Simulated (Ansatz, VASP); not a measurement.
# One calculation of As, two programs

```xyz
2
Lattice="1.8797 1.0853 3.4858 -1.8797 1.0853 3.4858 0.0000 -2.1705 3.4858" Properties=species:S:1:pos:R:3 pbc="T T T"
As    0.0000    0.0000    2.3795
As    0.0000    0.0000    8.0779
```

Alike in both runs: task electric field gradients; functional PBE; k mesh 18 × 18 × 18; occupations fermi-dirac, width 0.05 eV; no spin polarisation.

```csv
,VASP,Ansatz
version,VASP 6.6.1,Ansatz 0.2.0
potentials or method,"VASP PAW PBE potentials, release 64 (As)","PAW with Ansatz's default frozen-core files, scalar-relativistic"
plane-wave cutoff (eV),520,420
valence electrons in the cell,10,30
```

|  | VASP | Ansatz | Ansatz less VASP |
| --- | --- | --- | --- |
| pressure (GPa) | 3.9 | 3.6 | -0.31 |
| traceless stress, the component that is largest in VASP (GPa) | -0.68 | -0.60 | +0.085 |
| rms of the force components (eV/Å) | 0.157 | 0.124 | -0.0321 |
| size of Vzz on the site where it differs most (V/Å²) | 49.0 | 52.2 | +3.27 |

Atom by atom the forces differ by 0.032 eV/Å (rms over components). VASP's potentials hold 10 valence electrons a cell and Ansatz's 30, so a difference there can come from the potentials and not from the codes.
